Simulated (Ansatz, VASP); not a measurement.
## V: VASP beside Ansatz

```
V
1.0
    -1.42013    1.42013    1.42013
     1.42013   -1.42013    1.42013
     1.42013    1.42013   -1.42013
V
1
Direct
  0.00000 0.00000 0.00000
```

Change from the starting cell: volume scaled by 0.85, norm-conserving files.

Alike in both runs: task single point; functional PBE; k mesh 18 × 18 × 18; occupations fermi-dirac, width 0.1 eV; no spin polarisation.

|  | VASP | Ansatz |
| --- | --- | --- |
| version | VASP 6.6.1 | Ansatz 0.2.0 |
| potentials or method | VASP PAW PBE potentials, release 64 (V_sv) | norm-conserving pseudopotentials, scalar-relativistic |
| plane-wave cutoff (eV) | 520 | 1143 |
| valence electrons in the cell | 13 | 13 |

VASP gave:

| Item | Value |
| --- | --- |
| pressure (GPa) | 40.5 |

Task: Estimate Ansatz's values.

Result: Pressure (GPa): 40.1.

Both programs put the cell under a high pressure, so it lies far from rest at this level. With one functional, cell and mesh, what is left measures potentials, basis and numerics.
